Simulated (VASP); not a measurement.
Crystal: Sc.

```
Sc
1.0
     3.30900    0.00000    0.00000
    -1.65450    2.86568    0.00000
     0.00000    0.00000    5.27330
Sc
2
Direct
  0.33600 0.67121 0.24625
  0.65249 0.31115 0.72538
```

```yaml
Program: VASP 6.6.1
Task: relaxation of the atoms
Functional: PBEsol
Potentials_or_basis: VASP PAW PBE potentials, release 64 (Sc_sv)
Cutoff: 520 eV
k_mesh: 7 × 7 × 4
Occupations: fermi-dirac, width 0.1 eV
Spin: no spin polarisation
```

At the start: pressure -2.6 GPa; volume 25.00 Å³/atom.

**Question.** Where does the relaxation end?

**Answer.** Over 6 steps the energy falls by 12.0 meV/atom at a fixed cell; space group C2/m (No. 12, to 0.1 Å) before, P6_3/mmc (No. 194, to 0.1 Å).

Step by step:
| step | energy change (eV) | largest force (eV/Å) | pressure (GPa) |
| --- | --- | --- | --- |
| 1 | 0.0000 | 0.3769 | -2.56 |
| 2 | -0.0116 | 0.2619 | -2.66 |
| 3 | -0.0228 | 0.0609 | -2.75 |
| 4 | -0.0228 | 0.0616 | -2.75 |
| 5 | -0.0233 | 0.0486 | -2.75 |
| 6 | -0.0240 | 0.0071 | -2.76 |

Final structure:
```xyz
2
Lattice="3.3090 0.0000 0.0000 -1.6545 2.8657 0.0000 0.0000 0.0000 5.2733" Properties=species:S:1:pos:R:3 pbc="T T T"
Sc   -0.0039    1.8877    1.2433
Sc    1.6495    0.9274    3.8804
```

Caveat: the PAW data sets were made with another functional, which shifts forces and pressure a little.
